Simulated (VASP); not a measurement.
# Si (Ibca) in VASP: further runs

The runs below take Si through single point, with PBE.

All numbers are computed with VASP 6.6.1; they aren't measurements. Logs are shortened: lines on timing, memory, paths and dates and some standing lists are left out, and cuts for length are marked.

**1. The cell of the first run**

Symmetry: Ibca, No. 73, orthorhombic system. The conventional cell has a = 6.540 Å, b = 6.808 Å, c = 6.808 Å, α = 90.00°, β = 90.00°, γ = 90.00°. Within 3.1 Å of Si (site symmetry 1) lie 4 Si at 2.36 to 2.45 Å.

**2. Single point, PBE (18.95 Å³/atom)**

File INCAR:

```
  PREC = Accurate
  ENCUT = 520
  EDIFF = 1E-6
  ISMEAR = 0
  SIGMA = 0.15
  LREAL = False
  LASPH = True
  NELM = 80
  ALGO = Fast
  ISIF = 2
  LWAVE = False
  LCHARG = True
  GGA = PE
  LELF = True
  LVHAR = True
  NBANDS = 26
```

File KPOINTS:

```
regular mesh
0
Gamma
  10 10 10
```

File POSCAR:

```
Si
1.0
   -3.4042145986      3.4042145986      3.2700885434
    3.4042145986     -3.4042145986      3.2700885434
    3.4042145986      3.4042145986     -3.2700885434
Si
8
Direct
    0.2028545115      0.2028545115      0.2028545115
    0.5000000000      0.0000000000      0.2971454885
    0.2971454885      0.5000000000      0.0000000000
    0.0000000000      0.2971454885      0.5000000000
    0.7971454885      0.7971454885      0.7971454885
    0.5000000000      0.0000000000      0.7028545115
    0.7028545115      0.5000000000      0.0000000000
    0.0000000000      0.7028545115      0.5000000000
```

Potentials or basis: VASP PAW PBE potentials, release 64 (Si).

On the command line:

```
$ cat potpaw_PBE.64/Si/POTCAR > POTCAR
$ mpirun -np 1 vasp_std > vasp.out
```

OUTCAR:

```text
PREC = Accurate
   ENCUT = 520
   EDIFF = 1E-6
   ISMEAR = 0
   LREAL = False
   LASPH = True
   NELM = 80
   ISIF = 2
   GGA = PE

 ion  position               nearest neighbor table
   1  0.203  0.203  0.203-   5 2.36   3 2.38   4 2.42   2 2.45
   2  0.500  0.000  0.297-   6 2.36   4 2.38   3 2.42   1 2.45
   3  0.297  0.500  0.000-   7 2.36   1 2.38   2 2.42   4 2.45
   4  0.000  0.297  0.500-   8 2.36   2 2.38   1 2.42   3 2.45
   5  0.797  0.797  0.797-   1 2.36   7 2.38   8 2.42   6 2.45
   6  0.500  0.000  0.703-   2 2.36   8 2.38   7 2.42   5 2.45
   7  0.703  0.500  0.000-   3 2.36   5 2.38   6 2.42   8 2.45
   8  0.000  0.703  0.500-   4 2.36   6 2.38   5 2.42   7 2.45

  LATTYP: Found a body centered tetragonal cell.
 ALAT       =     6.8084291972
 C/A-ratio  =     0.9606000000

  Lattice vectors:

 A1 = (  -3.4042145986,   3.4042145986,   3.2700885434)
 A2 = (   3.4042145986,  -3.4042145986,   3.2700885434)
 A3 = (   3.4042145986,   3.4042145986,  -3.2700885434)

Analysis of symmetry for initial positions (statically):
=====================================================================
 Subroutine PRICEL returns:
 Original cell was already a primitive cell.

 Routine SETGRP: Setting up the symmetry group for a
 body centered tetragonal supercell.

 Subroutine GETGRP returns: Found  8 space group operations
 (whereof  2 operations were pure point group operations)
 out of a pool of 16 trial point group operations.

The static configuration has the point symmetry S_2 .
 The point group associated with its full space group is D_2h.

Analysis of symmetry for dynamics (positions and initial velocities):
=====================================================================
 Subroutine PRICEL returns:
 Original cell was already a primitive cell.

 Routine SETGRP: Setting up the symmetry group for a
 body centered tetragonal supercell.

 Subroutine GETGRP returns: Found  8 space group operations
 (whereof  2 operations were pure point group operations)
 out of a pool of 16 trial point group operations.

The dynamic configuration has the point symmetry S_2 .
 The point group associated with its full space group is D_2h.

 Subroutine INISYM returns: Found  8 space group operations
 (whereof  2 operations are pure point group operations),
 and found     1 'primitive' translations

----------------------------------------------------------------------------------------

                                     Primitive cell

  volume of cell :     151.5840

  direct lattice vectors                    reciprocal lattice vectors
    -3.404214599  3.404214599  3.270088543     0.000000000  0.146876757  0.152901059
     3.404214599 -3.404214599  3.270088543     0.146876757  0.000000000  0.152901059
     3.404214599  3.404214599 -3.270088543     0.146876757  0.146876757  0.000000000

  length of vectors
     5.819865389  5.819865389  5.819865389     0.212017724  0.212017724  0.207715102

  position of ions in fractional coordinates (direct lattice)
     0.202854512  0.202854512  0.202854512
     0.500000000  1.000000000  0.297145488
     0.297145488  0.500000000  0.000000000
     0.000000000  0.297145488  0.500000000
     0.797145488  0.797145488  0.797145488
     0.500000000  0.000000000  0.702854512
     0.702854512  0.500000000  0.000000000
     1.000000000  0.702854512  0.500000000

  ion indices of the primitive-cell ions
   primitive index   ion index
                 1           1
                 2           2
                 3           3
                 4           4
                 5           5
                 6           6
                 7           7
                 8           8

----------------------------------------------------------------------------------------

 KPOINTS: regular mesh

Automatic generation of k-mesh.
 Grid dimensions read from file:
 generate k-points for:   10   10   10

 Generating k-lattice:

  Cartesian coordinates                     Fractional coordinates (reciprocal lattice)
     0.000000000  0.014687676  0.015290106     0.100000000  0.000000000  0.000000000
     0.014687676  0.000000000  0.015290106     0.000000000  0.100000000  0.000000000
     0.014687676  0.014687676  0.000000000     0.000000000  0.000000000  0.100000000

  Length of vectors
     0.021201772  0.021201772  0.020771510

  Shift w.r.t. Gamma in fractional coordinates (k-lattice)
     0.000000000  0.000000000  0.000000000

 Subroutine IBZKPT returns following result:
 ===========================================

 Found    171 irreducible k-points:

 Following reciprocal coordinates:
            Coordinates               Weight
  0.000000  0.000000  0.000000      1.000000
  0.100000  0.000000 -0.000000      4.000000
  0.100000  0.000000 -0.100000      4.000000
  0.200000  0.000000 -0.000000      4.000000
  0.200000  0.000000 -0.200000      4.000000
  0.300000  0.000000 -0.000000      4.000000
[... 16 lines left out ...]
 -0.300000  0.100000  0.000000      8.000000
 -0.200000 -0.000000  0.300000      8.000000
 [... further k-points ...]
   k-points           NKPTS =    171   k-points in BZ     NKDIM =    171   number of bands    NBANDS=     26
   number of dos      NEDOS =    301   number of ions     NIONS =      8
   total plane-waves  NPLWV = 110592
   dimension x,y,z NGX =    48 NGY =   48 NGZ =   48
   dimension x,y,z NGXF=    96 NGYF=   96 NGZF=   96
   ions per type =               8
   NGX,Y,Z   is equivalent  to a cutoff of  13.71, 13.71, 13.71 a.u.
   NGXF,Y,Z  is equivalent  to a cutoff of  27.42, 27.42, 27.42 a.u.
 SYSTEM =  unknown system
   PREC   = accura    normal or accurate (medium, high low for compatibility)
   ISTART =      0    job   : 0-new  1-cont  2-samecut
   ICHARG =      2    charge: 1-file 2-atom 10-const
   ISPIN  =      1    spin polarized calculation?
   LNONCOLLINEAR =      F non collinear calculations
   LSORBIT =      F    spin-orbit coupling
   LASPH  =      T    aspherical Exc in radial PAW
   ENCUT  =  520.0 eV  38.22 Ry    6.18 a.u.  10.82 10.82 10.82*2*pi/ulx,y,z
   NELM   =     80;   NELMIN=  2; NELMDL= -5     # of ELM steps
   EDIFF  = 0.1E-05   stopping-criterion for ELM
   LREAL  =      F    real-space projection
   EDIFFG = 0.1E-04   stopping-criterion for IOM
   NSW    =      0    number of steps for IOM
   IBRION =     -1    ionic relax: 0-MD 1-quasi-New 2-CG
   NFREE  =      0    steps in history (QN), initial steepest desc. (CG)
   ISIF   =      2    stress and relaxation
   ISYM   =      2    0-nonsym 1-usesym 2-fastsym
   POTIM  = 0.5000    time-step for ionic-motion
   TEBEG  =    0.0;   TEEND  =   0.0 temperature during run
   PSTRESS=    0.0 pullay stress
   NELECT =      32.0000    total number of electrons
   NUPDOWN=      -1.0000    fix difference up-down
   EMIN   =  10.00;   EMAX   =-10.00  energy-range for DOS
   EFERMI =   0.00;   METHOD = LEGACY
   ISMEAR =     0;   SIGMA  =   0.15  broadening in eV -4-tet -1-fermi 0-gaus
   EFERMI_NEDOS =   21; number of points for ismear=-14 and -15
   IALGO  =     68    algorithm
   IMIX   =      4    mixing-type and parameters
     AMIX     =   0.40;   BMIX     =  1.00
     AMIX_MAG =   1.60;   BMIX_MAG =  1.00
  volume/ion in A,a.u.               =      18.95       127.87
  Fermi-wavevector in a.u.,A,eV,Ry     =   0.974781  1.842069 12.928227  0.950198
  Thomas-Fermi vector in A             =   2.105268
   LORBIT       =      0    0 simple, 1 ext, 2 COOP (PROOUT), +10 PAW based schemes
   GGA     = PE    functional components
   LHFCALC =     F    Hartree Fock is set to
   AEXX    =    0.0000 exact exchange contribution
   IVDW    =     0    specifies the selected vdW correction
   LEPSILON=     F    determine dielectric tensor
   LRPA    =     F    only Hartree local field effects (RPA)
 non-spin polarized calculation
 RMM-DIIS sequential band-by-band and
 Gauss-broadening in eV      SIGMA  =   0.15
  energy-cutoff  :      520.00
  volume of cell :      151.58
 maximum number of plane-waves:      4110
 NGX is ok and might be reduce to    48
   NGX = 21   NGY = 21   NGZ = 21

 number of electron      32.0000000 magnetization

 Free energy of the ion-electron system (eV)
  ---------------------------------------------------
  ext. energy  EPLUGINS =         0.00000000
  ---------------------------------------------------
  free energy    TOTEN  =       -42.03504262 eV

  energy without entropy =      -42.02711618  energy(sigma->0) =      -42.03107940

 E-fermi :   6.7181     XC(G=0):  -9.8224

 val. band max:        6.6969876900   @ k =   0.5000   0.5000   0.5000
 cond. band min:       6.7502211858   @ k =  -0.4000   0.5000   0.4000
 fundamental gap:      0.0532334958
 Fermi energy:         6.7180901042

 k-point     1 :       0.0000    0.0000    0.0000
  band No.  band energies     occupation
      1      -5.7085      2.00000
      2      -1.5447      2.00000
      3      -1.3727      2.00000
      4      -1.1029      2.00000
      5      -1.0155      2.00000
      6       0.3262      2.00000
[... 18 lines left out ...]
     25      12.0350      0.00000
     26      12.4320      0.00000

 k-point     2 :       0.1000    0.0000   -0.0000
  band No.  band energies     occupation
      1      -5.6481      2.00000
      2      -1.7168      2.00000
      3      -1.4988      2.00000
      4      -1.3691      2.00000
      5      -0.9371      2.00000
      6       0.3476      2.00000
[... 18 lines left out ...]
     25      12.0184      0.00000
     26      12.0711      0.00000

 k-point     3 :       0.1000    0.0000   -0.1000
  band No.  band energies     occupation
      1      -5.6480      2.00000
      2      -1.7721      2.00000
      3      -1.4603      2.00000
      4      -1.2798      2.00000
      5      -1.0094      2.00000
      6       0.2564      2.00000
[... 572 lines left out ...]
 k-point    23 :      -0.3000    0.1000    0.0000
  band No.  band energies     occupation
      1      -5.2959      2.00000
      2      -2.5175      2.00000
      3      -2.2489      2.00000
      4      -1.7837      2.00000
      5      -0.6730      2.00000
      6       0.2243      2.00000
[... 18 lines left out ...]
     25      11.0703      0.00000
     26      11.5891      0.00000

 k-point    24 :      -0.2000   -0.0000    0.3000
  band No.  band energies     occupation
      1      -5.2955      2.00000
      2      -2.5104      2.00000
      3      -2.3102      2.00000
      4      -1.7021      2.00000
      5      -0.6184      2.00000
      6      -0.0461      2.00000
[... 18 lines left out ...]
     25      11.5215      0.00000
     26      11.7250      0.00000

 [... further k-points ...]

------------------------ aborting loop because EDIFF is reached ----------------------------------------

  FORCE on cell =-STRESS in cart. coord.  units (eV):
  Direction    XX          YY          ZZ          XY          YZ          ZX
  --------------------------------------------------------------------------------------
  -------------------------------------------------------------------------------------
  Total       -4.0558366     -3.9715549      1.2220368      0.0000000      0.0000000      0.0000000
  in kB      -42.8684392    -41.9776176     12.9164006      0.0000000      0.0000000      0.0000000
  external PRESSURE =     -23.9765521 kB  Pullay stress =       0.0000000 kB

 VOLUME and BASIS-vectors are now :
 -----------------------------------------------------------------------------
  energy-cutoff  :      520.00
  volume of cell :      151.58
      direct lattice vectors                 reciprocal lattice vectors
    -3.404214599  3.404214599  3.270088543     0.000000000  0.146876757  0.152901059
     3.404214599 -3.404214599  3.270088543     0.146876757  0.000000000  0.152901059
     3.404214599  3.404214599 -3.270088543     0.146876757  0.146876757  0.000000000

 POSITION                                       TOTAL-FORCE (eV/Angst)
 -----------------------------------------------------------------------------------
      0.69056      0.69056      0.66335        -0.111756      0.096363     -0.167991
     -0.69056      2.71365      0.66335         0.111756     -0.096363     -0.167991
      0.69056     -0.69056      2.60674        -0.111756     -0.096363      0.167991
      2.71365      0.69056     -0.66335         0.111756      0.096363      0.167991
      2.71365      2.71365      2.60674         0.111756     -0.096363      0.167991
      0.69056      4.09477     -0.66335        -0.111756      0.096363      0.167991
     -0.69056      0.69056      3.93344         0.111756      0.096363     -0.167991
      4.09477     -0.69056      0.66335        -0.111756     -0.096363     -0.167991
 -----------------------------------------------------------------------------------
    total drift:                               -0.000000     -0.000000     -0.000000

  FREE ENERGIE OF THE ION-ELECTRON SYSTEM (eV)
  ---------------------------------------------------
  free  energy   TOTEN  =       -42.0350426200 eV

  energy  without entropy=      -42.0271161812  energy(sigma->0) =      -42.03107940
```

Run time: 12 min. Hardware: 1 thread of Oxide Virtual Turin-like, shared host; peak memory 0.58 GiB.

Results:

* Free energy: -42.0350 eV
* Pressure: -2.4 GPa
* Largest force: 0.224 eV/Å
* Band gap on the k mesh: zero (bands 16 and 17 overlap by 0.09 eV)

Forces on the atoms (eV/Å):
```
Si  -0.112  0.096 -0.168
Si   0.112 -0.096 -0.168
Si  -0.112 -0.096  0.168
Si   0.112  0.096  0.168
Si   0.112 -0.096  0.168
Si  -0.112  0.096  0.168
Si   0.112  0.096 -0.168
Si  -0.112 -0.096 -0.168
```

Stress tensor (GPa, compression positive):
```
-4.29  0.00  0.00
 0.00 -4.20  0.00
 0.00  0.00  1.29
```

Caveat: the stress differs along the axes, from -4 to 1 GPa; semilocal functionals underestimate gaps, and a narrow one can read as zero.

**3. Single point, PBE (19.44 Å³/atom)**

This run uses another cell than the first one, of 19.44 Å³/atom.

File INCAR:

```
SYSTEM = Si
ALGO = Fast
EDIFF = 1E-6
ENCUT = 520
GGA = PE
ISIF = 2
ISMEAR = 0
LASPH = .True.
LCHARG = .False.
LREAL = .False.
LWAVE = .False.
NBANDS = 26
NELM = 100
PREC = Accurate
SIGMA = 0.15
```

File KPOINTS:

```
k-points
0
Gamma
  10 10 10
  0 0 0
```

Changes to POSCAR since step 2:

```diff
@@ -2,5 +2,5 @@
 1.0
-   -3.4042145986      3.4042145986      3.2700885434
-    3.4042145986     -3.4042145986      3.2700885434
-    3.4042145986      3.4042145986     -3.2700885434
+   -3.4796820016      3.4796820016      3.2110505511
+    3.4796820016     -3.4796820016      3.2110505511
+    3.4796820016      3.4796820016     -3.2110505511
 Si
```

Potentials or basis: VASP PAW PBE potentials, release 64 (Si).

On the command line:

```
$ cat potpaw_PBE.64/Si/POTCAR > POTCAR
$ mpirun -np 1 vasp_std > vasp.out
```

Wall time 13 min (1 thread of Oxide Virtual Turin-like, shared host); peak memory 0.59 GiB.

Results (log left out):

- Free energy: -41.7502 eV
- Pressure: -4.3 GPa
- Largest force: 0.394 eV/Å
- Band gap on the k mesh: zero (bands 16 and 17 overlap by 0.11 eV)

Forces in eV/Å, atoms in the order of the input:
```
Si  -0.180  0.164 -0.309
Si   0.180 -0.164 -0.309
Si  -0.180 -0.164  0.309
Si   0.180  0.164  0.309
Si   0.180 -0.164  0.309
Si  -0.180  0.164  0.309
Si   0.180  0.164 -0.309
Si  -0.180 -0.164 -0.309
```

Stress tensor (GPa, compression positive):
```
-7.79  0.00  0.00
 0.00 -7.44  0.00
 0.00  0.00  2.44
```

Levels at points of the mesh, in eV from the Fermi level:
| k point | band 13 | band 14 | band 15 | band 16 | band 17 | band 18 | band 19 | band 20 |
| --- | --- | --- | --- | --- | --- | --- | --- | --- |
| (0.00, 0.00, 0.00) | -3.65 | -1.67 | -1.62 | -0.26 | 1.10 | 1.17 | 2.77 | 3.28 |
| (0.50, 0.00, 0.00) | -1.93 | -1.93 | -1.51 | -1.51 | 0.76 | 0.76 | 1.81 | 1.81 |
| (0.50, 0.00, 0.50) | -1.81 | -1.81 | -1.15 | -1.15 | 0.18 | 0.18 | 1.92 | 1.92 |
| (0.50, 0.50, 0.00) | -2.08 | -2.08 | -1.05 | -1.05 | 0.39 | 0.39 | 1.79 | 1.79 |
| (0.50, 0.50, 0.50) | -2.39 | -0.60 | -0.17 | 0.08 | 0.46 | 2.13 | 2.25 | 2.59 |

Caveat: the stress differs along the axes, from -8 to 2 GPa; semilocal functionals underestimate gaps, and a narrow one can read as zero.

The gap in the log of VASP goes by the Fermi energy; the results here count the filled bands.